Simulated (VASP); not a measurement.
A run of VASP 6.6.1:

The input INCAR:

```
SYSTEM = Ba8Zr8O25
PREC     = Accurate       ! precision mode
ENCUT    = 520            ! plane-wave cutoff, eV
EDIFF    = 1E-6           ! SCF threshold, eV
ISMEAR   = -1             ! smearing method
SIGMA    = 0.05           ! smearing width, eV
LREAL    = Auto         
LASPH    = .True.         ! aspherical terms in the spheres
NELM     = 120            ! most SCF steps
ALGO     = Normal         ! electronic algorithm
ISIF     = 2              ! what is computed and relaxed
LWAVE    = .False.        ! write WAVECAR
LCHARG   = .False.        ! write CHGCAR
GGA      = PS             ! functional
NBANDS   = 189            ! bands
ISYM     = 0            
GGA_COMPAT= .False.
```

KPOINTS

```
Automatic mesh
0
Gamma
  1 1 1
  0.25 0.25 0.25
```

POSCAR

```
Ba8Zr8O25
1.0
    8.3619610000      0.0000000000      0.0000000000
    0.0000000000      8.3619610000      0.0000000000
    0.0000000000      0.0000000000      8.3619610000
Ba Zr O
8 8 25
Direct
    0.9983330000      0.0049790000      0.9999730000
    0.9927060000      0.9879960000      0.5000850000
    0.9975170000      0.4934300000      0.9993210000
    0.9904450000      0.5139800000      0.4993460000
    0.5018870000      0.0050740000      0.9995770000
    0.5085220000      0.9874840000      0.4998490000
    0.5012590000      0.4938870000      0.9999470000
    0.5079440000      0.5135850000      0.4994310000
    0.2498830000      0.2496670000      0.2462980000
    0.2498370000      0.2496380000      0.7531540000
    0.2497860000      0.7498600000      0.2493270000
    0.2497610000      0.7497950000      0.7499930000
    0.7498810000      0.2498720000      0.2482230000
    0.7496290000      0.2497810000      0.7510410000
    0.7497980000      0.7499420000      0.2465400000
    0.7497880000      0.7497770000      0.7527400000
    0.2493250000      0.2464200000      0.9995690000
    0.1636240000      0.2543340000      0.4996870000
    0.2502150000      0.7546720000      0.9996730000
    0.2492140000      0.7459110000      0.4996720000
    0.7502210000      0.2578450000      0.9996650000
    0.7492130000      0.2427520000      0.4996530000
    0.7491970000      0.7428690000      0.9996230000
    0.7501590000      0.7555980000      0.4996280000
    0.9974620000      0.2513290000      0.2276360000
    0.9974270000      0.2469990000      0.7711120000
    0.9997260000      0.7483750000      0.2523630000
    0.9995420000      0.7519100000      0.7466970000
    0.5020210000      0.2476880000      0.2273220000
    0.5019980000      0.2514360000      0.7725220000
    0.4999900000      0.7519630000      0.2535370000
    0.4997860000      0.7475770000      0.7459360000
    0.2476360000      0.0011540000      0.2591610000
    0.2512740000      0.0010510000      0.7400000000
    0.2522870000      0.4984310000      0.2519150000
    0.2476140000      0.4982620000      0.7478010000
    0.7515400000      0.9988170000      0.2442230000
    0.7475950000      0.9985310000      0.7549050000
    0.7480480000      0.5011080000      0.2575330000
    0.7516390000      0.5008210000      0.7418270000
    0.3366670000      0.2501670000      0.4992680000
```

Potentials or basis: VASP PAW PBE potentials, release 64 (Ba_sv, Zr_sv, O).

Launch:

```bash
$ cat potpaw_PBE.64/Ba_sv/POTCAR potpaw_PBE.64/Zr_sv/POTCAR potpaw_PBE.64/O/POTCAR > POTCAR
$ mpirun -np 1 vasp_std > vasp.out
```

Hardware: 1 thread of Intel(R) Xeon(R) 6975P-C (Granite Rapids), on a shared host.

Estimate the wall time of this run.

Wall time 7.6 min on 1 thread of Intel(R) Xeon(R) 6975P-C (Granite Rapids) (shared host), peak memory 0.73 GiB. Counts: scf iterations 16, k points 4.
